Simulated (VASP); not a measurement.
Set up this calculation in VASP 6.6.1, as the native input.

```yaml
Task: single point
Functional: r2SCAN
Potentials_or_basis: VASP PAW PBE potentials, release 64 (Li_sv, Cl)
Cutoff: 520 eV
k_mesh: 8 × 8 × 8
Occupations: gaussian, width 0.01 eV
Spin: no spin polarisation
Dipole_correction: no
Further_INCAR_settings: ALGO = Normal; EDIFF = 1e-06; NBANDS = 12
```

Crystal: LiCl.

```xyz
2
Lattice="0.0000 2.8014 2.6319 2.8014 0.0000 2.6319 2.8014 2.8014 0.0000" Properties=species:S:1:pos:R:3 pbc="T T T"
Li    0.0000    0.0000    0.0000
Cl    1.4007    1.4007    1.3160
```

This cell differs from its parent crystal: epitaxial xy strain +2.5%.

One way to write it, as run:

POSCAR

```
LiCl
1.0
    0.0000000000      2.8013686075      2.6319369790
    2.8013686075      0.0000000000      2.6319369790
    2.8013686075      2.8013686075      0.0000000000
Li Cl
1 1
Direct
    0.0000000000      0.0000000000      0.0000000000
    0.2500000000      0.2500000000      0.2500000000
```

INCAR.step1

```
ALGO     = Normal         # electronic algorithm
EDIFF    = 1E-4           # SCF threshold, eV
ENCUT    = 520            # plane-wave cutoff, eV
GGA      = PE             # functional
ISMEAR   = 0              # smearing method
LASPH    = T              # aspherical terms in the spheres
LCHARG   = F              # write CHGCAR
LREAL    = F              # projectors in reciprocal space
LWAVE    = T              # write WAVECAR
NBANDS   = 12             # bands
NELM     = 80             # most SCF steps
PREC     = Accurate       # precision mode
SIGMA    = 0.01           # smearing width, eV
```

INCAR.step2

```
ALGO     = Normal         # electronic algorithm
EDIFF    = 1E-6           # SCF threshold, eV
ENCUT    = 520            # plane-wave cutoff, eV
ISIF     = 2              # what is computed and relaxed
ISMEAR   = 0              # smearing method
ISTART   = 1            
LASPH    = T              # aspherical terms in the spheres
LCHARG   = F              # write CHGCAR
LMIXTAU  = T            
LREAL    = F              # projectors in reciprocal space
LWAVE    = F              # write WAVECAR
METAGGA  = R2SCAN         # meta-GGA
NBANDS   = 12             # bands
NELM     = 80             # most SCF steps
PREC     = Accurate       # precision mode
SIGMA    = 0.01           # smearing width, eV
```

KPOINTS

```
k-points
0
Gamma
  8 8 8
```

Potentials or basis: VASP PAW PBE potentials, release 64 (Li_sv, Cl).

The run is started by

```sh
$ cat potpaw_PBE.64/Li_sv/POTCAR potpaw_PBE.64/Cl/POTCAR > POTCAR
$ cp INCAR.step1 INCAR
$ mpirun -np 1 vasp_std > vasp.out
$ cp INCAR.step2 INCAR
$ mpirun -np 1 vasp_std > vasp.out
```

It gave:

```
Band gap on the k mesh : 6.65 eV, direct
```

Caveat: the cell differs from its parent crystal (epitaxial xy strain +2.5%).

Run time: 100 s on 1 thread of AMD EPYC 9R14 (Zen 4) (shared host), peak memory 0.14 GiB.
